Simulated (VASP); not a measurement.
# MgI2 (P-1) in VASP: further runs

MgI2 is run at these levels: PBE; tasks: single point.

Everything below comes from runs of VASP 6.6.1. Logs are shortened: lines on timing, memory, paths and dates and some standing lists are left out, and cuts for length are marked.

**1. The cell of the first run**

The typed cell holds 3 atoms: a = 4.233 Å, b = 4.214 Å, c = 7.548 Å, α = 83.60°, β = 102.81°, γ = 120.15°.

**2. Single point, PBE (engineering shear strain xz -0.2200, normal strain along z -0.0400)**

File INCAR:

```
PREC = Accurate
ENCUT = 520
EDIFF = 1E-7
ISMEAR = 0
SIGMA = 0.05
LREAL = F
LASPH = T
NELM = 60
ALGO = Normal
ISIF = 2
LWAVE = F
LCHARG = T
GGA = PE
LELF = T
LVHAR = T
NBANDS = 15
```

File KPOINTS:

```
regular mesh
0
Gamma
  6 6 4
```

File POSCAR:

```
MgI2
1.0
    4.2072027146      0.0000000000     -0.4627922986
   -2.1036013573      3.6435444297      0.2313961493
   -0.8592895233      0.0000000000      7.4992540219
Mg I
1 2
Direct
    0.0000000000      0.0000000000      0.0000000000
    0.2469505252      0.6696757982      0.7747804555
    0.7530494748      0.3303242018      0.2252195445
```

Potentials or basis: VASP PAW PBE potentials, release 64 (Mg, I).

Launch:

```bash
$ cat potpaw_PBE.64/Mg/POTCAR potpaw_PBE.64/I/POTCAR > POTCAR
$ mpirun -np 1 vasp_std > vasp.out
```

OUTCAR:

```text
PREC = Accurate
   ENCUT = 520
   EDIFF = 1E-7
   ISMEAR = 0
   LREAL = F
   LASPH = T
   NELM = 60
   ISIF = 2
   GGA = PE

 ion  position               nearest neighbor table
   1  0.000  0.000  0.000-   3 2.94   2 2.94   3 2.95   2 2.95   3 2.95   2 2.95
   2  0.247  0.670  0.775-   1 2.94   1 2.95   1 2.95
   3  0.753  0.330  0.225-   1 2.94   1 2.95   1 2.95

  LATTYP: Found a base centered monoclinic cell.
 ALAT       =     4.2325797563
 B/A-ratio  =     1.7216660474
 C/A-ratio  =     1.7833860312
 COS(beta)  =    -0.2217856100

  Lattice vectors:

 A1 = (   2.1036013573,  -3.6435444297,  -0.2313961493)
 A2 = (   2.1036013573,   3.6435444297,  -0.2313961493)
 A3 = (  -0.8592895233,   0.0000000000,   7.4992540219)

Analysis of symmetry for initial positions (statically):
=====================================================================
 Subroutine PRICEL returns:
 Original cell was already a primitive cell.

 Routine SETGRP: Setting up the symmetry group for a
 base centered monoclinic supercell.

 Subroutine GETGRP returns: Found  2 space group operations
 (whereof  2 operations were pure point group operations)
 out of a pool of  4 trial point group operations.

The static configuration has the point symmetry S_2 .

Analysis of symmetry for dynamics (positions and initial velocities):
=====================================================================
 Subroutine PRICEL returns:
 Original cell was already a primitive cell.

 Routine SETGRP: Setting up the symmetry group for a
 base centered monoclinic supercell.

 Subroutine GETGRP returns: Found  2 space group operations
 (whereof  2 operations were pure point group operations)
 out of a pool of  4 trial point group operations.

The dynamic configuration has the point symmetry S_2 .

 Subroutine INISYM returns: Found  2 space group operations
 (whereof  2 operations are pure point group operations),
 and found     1 'primitive' translations

----------------------------------------------------------------------------------------

                                     Primitive cell

  volume of cell :     113.5081

  direct lattice vectors                    reciprocal lattice vectors
     4.207202715  0.000000000 -0.462792299     0.240721717  0.137229011  0.027582697
    -2.103601357  3.643544430  0.231396149     0.000000000  0.274458023  0.000000000
    -0.859289523  0.000000000  7.499254022     0.014855365  0.000000000  0.135048774

[... 96 lines left out ...]
   NELECT =      16.0000    total number of electrons
   NUPDOWN=      -1.0000    fix difference up-down
   EMIN   =  10.00;   EMAX   =-10.00  energy-range for DOS
   EFERMI =   0.00;   METHOD = LEGACY
   ISMEAR =     0;   SIGMA  =   0.05  broadening in eV -4-tet -1-fermi 0-gaus
   EFERMI_NEDOS =   21; number of points for ismear=-14 and -15
   IALGO  =     38    algorithm
   IMIX   =      4    mixing-type and parameters
     AMIX     =   0.40;   BMIX     =  1.00
     AMIX_MAG =   1.60;   BMIX_MAG =  1.00
  volume/ion in A,a.u.               =      37.84       255.33
  Fermi-wavevector in a.u.,A,eV,Ry     =   0.851999  1.610045  9.876506  0.725903
  Thomas-Fermi vector in A             =   1.968219
   LORBIT       =      0    0 simple, 1 ext, 2 COOP (PROOUT), +10 PAW based schemes
   GGA     = PE    functional components
   LHFCALC =     F    Hartree Fock is set to
   AEXX    =    0.0000 exact exchange contribution
   IVDW    =     0    specifies the selected vdW correction
   LEPSILON=     F    determine dielectric tensor
   LRPA    =     F    only Hartree local field effects (RPA)
 non-spin polarized calculation
 Gauss-broadening in eV      SIGMA  =   0.05
  energy-cutoff  :      520.00
  volume of cell :      113.51
 maximum number of plane-waves:      3072
   NGX = 15   NGY = 15   NGZ = 29

 number of electron      15.9999999 magnetization

 Free energy of the ion-electron system (eV)
  ---------------------------------------------------
  ext. energy  EPLUGINS =         0.00000000
  ---------------------------------------------------
  free energy    TOTEN  =        -7.72125193 eV

  energy without entropy =       -7.72125193  energy(sigma->0) =       -7.72125193

 E-fermi :   1.6416     XC(G=0):  -7.7054

 val. band max:        1.3813047757   @ k =   0.0000   0.0000   0.0000
 cond. band min:       4.7946372205   @ k =   0.5000  -0.0000   0.5000
 fundamental gap:      3.4133324448
 Fermi energy:         1.6416436025

 k-point     1 :       0.0000    0.0000    0.0000
  band No.  band energies     occupation
      1     -10.4435      2.00000
      2      -9.8427      2.00000
      3      -1.7710      2.00000
      4       1.0088      2.00000
      5       1.0338      2.00000
      6       1.2500      2.00000
      7       1.2633      2.00000
      8       1.3813      2.00000
      9       5.0191      0.00000
     10       6.2154      0.00000
     11       7.9106      0.00000
     12       7.9925      0.00000
     13       8.6249      0.00000
     14       9.2873      0.00000
[... 401 lines left out ...]
      2      -9.7218      2.00000
      3      -1.6240      2.00000
      4      -0.9698      2.00000
      5       0.0692      2.00000
      6       0.3471      2.00000
      7       0.5679      2.00000
      8       1.0447      2.00000
      9       5.3982      0.00000
     10       7.1565      0.00000
     11       7.2446      0.00000
     12       8.5768      0.00000
     13       8.9236      0.00000
     14       9.8641      0.00000
     15      10.2683      0.00000

 [... further k-points ...]

------------------------ aborting loop because EDIFF is reached ----------------------------------------

  FORCE on cell =-STRESS in cart. coord.  units (eV):
  Direction    XX          YY          ZZ          XY          YZ          ZX
  --------------------------------------------------------------------------------------
  -------------------------------------------------------------------------------------
  Total       -0.1137027      0.0343644      0.3985578      0.0219808      0.1412748      0.1111565
  in kB       -1.6049243      0.4850566      5.6256808      0.3102616      1.9941065      1.5689848
  external PRESSURE =       1.5019377 kB  Pullay stress =       0.0000000 kB

 VOLUME and BASIS-vectors are now :
 -----------------------------------------------------------------------------
  energy-cutoff  :      520.00
  volume of cell :      113.51
      direct lattice vectors                 reciprocal lattice vectors
     4.207202715  0.000000000 -0.462792299     0.240721717  0.137229011  0.027582697
    -2.103601357  3.643544430  0.231396149     0.000000000  0.274458023  0.000000000
    -0.859289523  0.000000000  7.499254022     0.014855365  0.000000000  0.135048774

 POSITION                                       TOTAL-FORCE (eV/Angst)
 -----------------------------------------------------------------------------------
      0.00000      0.00000      0.00000         0.000000      0.000000      0.000000
     -1.03552      2.43999      5.85095         0.001127     -0.000193      0.010720
      2.27983      1.20355      1.41691        -0.001127      0.000193     -0.010720
 -----------------------------------------------------------------------------------
    total drift:                               -0.000000      0.000000     -0.000000

  FREE ENERGIE OF THE ION-ELECTRON SYSTEM (eV)
  ---------------------------------------------------
  free  energy   TOTEN  =        -7.7212519330 eV

  energy  without entropy=       -7.7212519330  energy(sigma->0) =       -7.72125193
```

OSZICAR:

```text
N       E                     dE             d eps       ncg     rms          rms(c)
DAV:   1     0.753340083258E+02    0.75334E+02   -0.56948E+03  2288   0.832E+02
DAV:   2    -0.156785280363E+01   -0.76902E+02   -0.70213E+02  3186   0.129E+02
DAV:   3    -0.776131970871E+01   -0.61935E+01   -0.61688E+01  3106   0.420E+01
DAV:   4    -0.789106201866E+01   -0.12974E+00   -0.12973E+00  3243   0.716E+00
DAV:   5    -0.789216001390E+01   -0.10980E-02   -0.10980E-02  3159   0.631E-01    0.379E+00
DAV:   6    -0.775032976794E+01    0.14183E+00   -0.12314E-01  2553   0.178E+00    0.260E+00
DAV:   7    -0.772293212271E+01    0.27398E-01   -0.12775E-01  2644   0.176E+00    0.774E-01
DAV:   8    -0.772111722601E+01    0.18149E-02   -0.84681E-03  2546   0.520E-01    0.258E-01
DAV:   9    -0.772125828611E+01   -0.14106E-03   -0.10604E-03  3057   0.195E-01    0.867E-02
DAV:  10    -0.772124612580E+01    0.12160E-04   -0.34531E-05  2840   0.396E-02    0.372E-02
DAV:  11    -0.772125094022E+01   -0.48144E-05   -0.11642E-05  2700   0.226E-02    0.146E-02
DAV:  12    -0.772125150684E+01   -0.56662E-06   -0.57167E-07  3148   0.494E-03    0.820E-03
DAV:  13    -0.772125212582E+01   -0.61897E-06   -0.24101E-07  2609   0.313E-03    0.684E-03
DAV:  14    -0.772125198364E+01    0.14218E-06   -0.85585E-08  2366   0.187E-03    0.356E-03
DAV:  15    -0.772125193303E+01    0.50609E-07   -0.14651E-08  1609   0.655E-04
   1 F= -.77212519E+01 E0= -.77212519E+01  d E =-.332906E-15
```

It took 2 min on 1 thread of AMD EPYC 7R43 (Zen 3), shared host; peak memory 0.28 GiB.

Results:

- Free energy: -7.7213 eV
- Pressure: 0.2 GPa
- Largest force: 0.011 eV/Å
- Band gap on the k mesh: 3.41 eV, indirect (least direct gap 3.64 eV)

Forces on the atoms (eV/Å):
```
Mg   0.000  0.000  0.000
I    0.001  0.000  0.011
I   -0.001  0.000 -0.011
```

Stress tensor (GPa, compression positive):
```
-0.16  0.03  0.16
 0.03  0.05  0.20
 0.16  0.20  0.56
```

Caveat: the cell differs from its parent crystal (engineering shear strain xz -0.2200, normal strain along z -0.0400); spin-orbit coupling is left out, which moves the levels of the heavy elements. A k mesh can miss the band edges.

**3. Single point, PBE (engineering shear strain xz -0.1467, normal strain along z -0.0400)**

File INCAR:

```
SYSTEM = MgI2
PREC = Accurate ; ENCUT = 520
EDIFF = 1E-6 ; ISMEAR = 0
SIGMA = 0.05 ; LREAL = .False.
LASPH = .True. ; NELM = 80
ALGO = Normal ; ISIF = 2
LWAVE = .False. ; LCHARG = .False.
GGA = PE ; NBANDS = 15
```

File KPOINTS:

```
regular mesh
0
Gamma
  6 6 4
  0 0 0
```

File POSCAR:

```
MgI2
1.0
    4.2072027146      0.0000000000     -0.3085983191
   -2.1036013573      3.6435444297      0.1542991596
   -0.5729898776      0.0000000000      7.4992540219
Mg I
1 2
Direct
    0.0000000000      0.0000000000      0.0000000000
    0.2762120059      0.6680735942      0.7764106301
    0.7237879941      0.3319264058      0.2235893699
```

Potentials or basis: VASP PAW PBE potentials, release 64 (Mg, I).

Launch:

```bash
$ cat potpaw_PBE.64/Mg/POTCAR potpaw_PBE.64/I/POTCAR > POTCAR
$ mpirun -np 1 vasp_std > vasp.out
```

Run time: 1.8 min. Hardware: 1 thread of AMD EPYC 7R43 (Zen 3), shared host; peak memory 0.28 GiB.

The run converged. Its results:

| Property | Result |
| --- | --- |
| Free energy | -7.7299 eV |
| Pressure | 0.1 GPa |
| Band gap on the k mesh | 3.49 eV, indirect (least direct gap 3.68 eV) |

Stress tensor (GPa, compression positive):
```
-0.05  0.02  0.12
 0.02  0.03  0.09
 0.12  0.09  0.34
```

Levels at points of the mesh, in eV from the valence-band top:
| k point | band 6 | band 7 | band 8 | band 9 | band 10 | band 11 |
| --- | --- | --- | --- | --- | --- | --- |
| (0.00, 0.00, 0.00) | -0.12 | -0.05 | 0.00 | 3.68 | 4.87 | 6.62 |
| (0.50, 0.00, 0.00) | -1.17 | -0.87 | -0.39 | 3.76 | 5.60 | 6.03 |
| (0.50, 0.50, 0.00) | -1.18 | -0.46 | -0.37 | 3.54 | 5.29 | 5.57 |
| (0.00, 0.50, 0.00) | -1.17 | -0.63 | -0.44 | 3.66 | 5.40 | 5.91 |
| (0.00, 0.00, 0.50) | -0.29 | -0.07 | -0.02 | 4.42 | 4.85 | 6.60 |
| (0.50, 0.00, 0.50) | -1.13 | -0.47 | -0.38 | 3.49 | 5.25 | 5.58 |
| (0.50, 0.50, 0.50) | -1.07 | -0.86 | -0.46 | 3.72 | 5.71 | 6.03 |
| (0.00, 0.50, 0.50) | -1.03 | -0.69 | -0.44 | 3.58 | 5.39 | 5.70 |

Caveat: the cell differs from its parent crystal (engineering shear strain xz -0.1467, normal strain along z -0.0400); spin-orbit coupling is left out, which moves the levels of the heavy elements.

**4. Single point, PBE (engineering shear strain xz -0.0733, normal strain along z -0.0400)**

File INCAR:

```
ALGO = Normal
EDIFF = 1E-6
ENCUT = 520
GGA = PE
ISIF = 2
ISMEAR = 0
LASPH = T
LCHARG = F
LREAL = F
LWAVE = F
NBANDS = 15
NELM = 100
PREC = Accurate
SIGMA = 0.05
```

File KPOINTS:

```
k-points
0
Gamma
  6 6 4
```

File POSCAR:

```
MgI2
1.0
    4.2072027146      0.0000000000     -0.1541939795
   -2.1036013573      3.6435444297      0.0770969897
   -0.2862996457      0.0000000000      7.4992540219
Mg I
1 2
Direct
    0.0000000000      0.0000000000      0.0000000000
    0.3058800023      0.6673422500      0.7768502550
    0.6941199977      0.3326577500      0.2231497450
```

Launch:

```bash
$ cat potpaw_PBE.64/Mg/POTCAR potpaw_PBE.64/I/POTCAR > POTCAR
$ mpirun -np 1 vasp_std > vasp.out
```

Wall time 1.8 min (1 thread of AMD EPYC 7R43 (Zen 3), shared host); peak memory 0.28 GiB.

It converged, with:

```
Free energy            : -7.7351 eV
Pressure               : 0.0 GPa
Largest force          : 0.016 eV/Å
Band gap on the k mesh : 3.54 eV, indirect (least direct gap 3.69 eV)
```

Forces in eV/Å, atoms in the order of the input:
```
Mg   0.000  0.000  0.000
I   -0.006 -0.002  0.014
I    0.006  0.002 -0.014
```

Stress tensor (GPa, compression positive):
```
-0.03  0.01  0.09
 0.01 -0.01  0.03
 0.09  0.03  0.12
```

Levels at points of the mesh, in eV from the valence-band top:
| k point | band 5 | band 6 | band 7 | band 8 | band 9 | band 10 | band 11 | band 12 |
| --- | --- | --- | --- | --- | --- | --- | --- | --- |
| (0.00, 0.00, 0.00) | -0.29 | -0.16 | -0.01 | 0.00 | 3.69 | 4.88 | 6.68 | 6.69 |
| (0.50, 0.00, 0.00) | -1.41 | -1.16 | -0.76 | -0.38 | 3.72 | 5.51 | 5.89 | 7.22 |
| (0.50, 0.50, 0.00) | -1.46 | -1.17 | -0.55 | -0.38 | 3.61 | 5.36 | 5.66 | 7.20 |
| (0.00, 0.50, 0.00) | -1.46 | -1.16 | -0.65 | -0.39 | 3.67 | 5.42 | 5.81 | 7.23 |
| (0.00, 0.00, 0.50) | -0.29 | -0.27 | -0.06 | -0.01 | 4.43 | 4.88 | 6.61 | 6.64 |
| (0.50, 0.00, 0.50) | -1.17 | -1.11 | -0.51 | -0.45 | 3.54 | 5.32 | 5.67 | 6.44 |
| (0.50, 0.50, 0.50) | -1.12 | -1.08 | -0.75 | -0.47 | 3.66 | 5.55 | 5.90 | 6.17 |
| (0.00, 0.50, 0.50) | -1.13 | -1.08 | -0.65 | -0.45 | 3.60 | 5.40 | 5.76 | 6.30 |

Caveat: the cell differs from its parent crystal (engineering shear strain xz -0.0733, normal strain along z -0.0400); spin-orbit coupling is left out, which moves the levels of the heavy elements. A k mesh can miss the band edges.

**5. Single point, PBE (engineering shear strain xz -0.2200, normal strain along z -0.0267)**

File INCAR:

```
PREC     = Accurate       # precision mode
ENCUT    = 520            # plane-wave cutoff, eV
EDIFF    = 1E-6           # SCF threshold, eV
ISMEAR   = 0              # smearing method
SIGMA    = 0.05           # smearing width, eV
LREAL    = F              # projectors in reciprocal space
LASPH    = T              # aspherical terms in the spheres
NELM     = 80             # most SCF steps
ALGO     = Normal         # electronic algorithm
ISIF     = 2              # what is computed and relaxed
LWAVE    = F              # write WAVECAR
LCHARG   = T              # write CHGCAR
GGA      = PE             # functional
LELF     = T              # ELF
LVHAR    = T            
NBANDS   = 15             # bands
```

File KPOINTS:

```
Automatic mesh
0
Gamma
  6 6 4
```

File POSCAR:

```
MgI2
1.0
    4.2072027146      0.0000000000     -0.4627922986
   -2.1036013573      3.6435444297      0.2313961493
   -0.8592895233      0.0000000000      7.6031499370
Mg I
1 2
Direct
    0.0000000000      0.0000000000      0.0000000000
    0.2470815676      0.6691161640      0.7773804873
    0.7529184324      0.3308838360      0.2226195127
```

Launch:

```bash
$ cat potpaw_PBE.64/Mg/POTCAR potpaw_PBE.64/I/POTCAR > POTCAR
$ mpirun -np 1 vasp_std > vasp.out
```

It took 2.2 min on 1 thread of AMD EPYC 7R43 (Zen 3), shared host; peak memory 0.28 GiB.

Results (log left out):

```yaml
Free_energy: -7.7266 eV
Pressure: 0.1 GPa
Largest_force: 0.015 eV/Å
Band_gap_on_the_k_mesh: 3.45 eV, indirect (least direct gap 3.66 eV)
```

Forces in eV/Å, atoms in the order of the input:
```
Mg   0.000  0.000  0.000
I   -0.001 -0.002  0.015
I    0.001  0.002 -0.015
```

Stress tensor (GPa, compression positive):
```
-0.20  0.02  0.13
 0.02 -0.01  0.15
 0.13  0.15  0.37
```

Levels at points of the mesh, in eV from the valence-band top:
```
           k point  band 5  band 6  band 7  band 8  band 9  band 10  band 11  band 12
(0.00, 0.00, 0.00)   -0.32   -0.13   -0.09    0.00    3.66     4.86     6.56     6.64
(0.50, 0.00, 0.00)   -1.27   -1.16   -0.93   -0.41    3.76     5.67     6.10     6.84
(0.50, 0.50, 0.00)   -1.42   -1.17   -0.45   -0.32    3.47     5.24     5.52     7.10
(0.00, 0.50, 0.00)   -1.50   -1.18   -0.61   -0.50    3.64     5.36     6.00     7.41
(0.00, 0.00, 0.50)   -0.36   -0.31   -0.07   -0.03    4.38     4.82     6.60     6.63
(0.50, 0.00, 0.50)   -1.32   -1.15   -0.46   -0.32    3.45     5.22     5.53     6.82
(0.50, 0.50, 0.50)   -1.18   -1.11   -0.92   -0.45    3.74     5.76     6.10     6.31
(0.00, 0.50, 0.50)   -1.23   -1.01   -0.72   -0.44    3.55     5.36     5.65     6.40
```

Caveat: the cell differs from its parent crystal (engineering shear strain xz -0.2200, normal strain along z -0.0267); spin-orbit coupling is left out, which moves the levels of the heavy elements.

**6. The runs side by side**

```tsv
cell	gap on the mesh (eV)	pressure (GPa)	largest force (eV/Å)
a = 4.233, b = 4.214, c = 7.548 Å, angles 83.6, 102.8, 120.1°, 3 atoms	3.41	0.2	0.01
a = 4.219, b = 4.210, c = 7.521 Å, angles 85.7, 98.6, 120.1°, 3 atoms	3.49	0.1	-
a = 4.210, b = 4.208, c = 7.505 Å, angles 87.9, 94.3, 120.0°, 3 atoms	3.54	0.0	0.02
a = 4.233, b = 4.214, c = 7.652 Å, angles 83.6, 102.7, 120.1°, 3 atoms	3.45	0.1	0.01
```

Alike in all rows: task single point; level PBE; potentials or basis VASP PAW PBE potentials, release 64 (Mg, I); no spin polarisation; k mesh 6 × 6 × 4; cutoff (eV) 520; smearing gaussian 0.05 eV.

Caveats: spin-orbit coupling is left out, which moves the levels of the heavy elements.

Absolute energies hang on the potentials; compare differences alone.
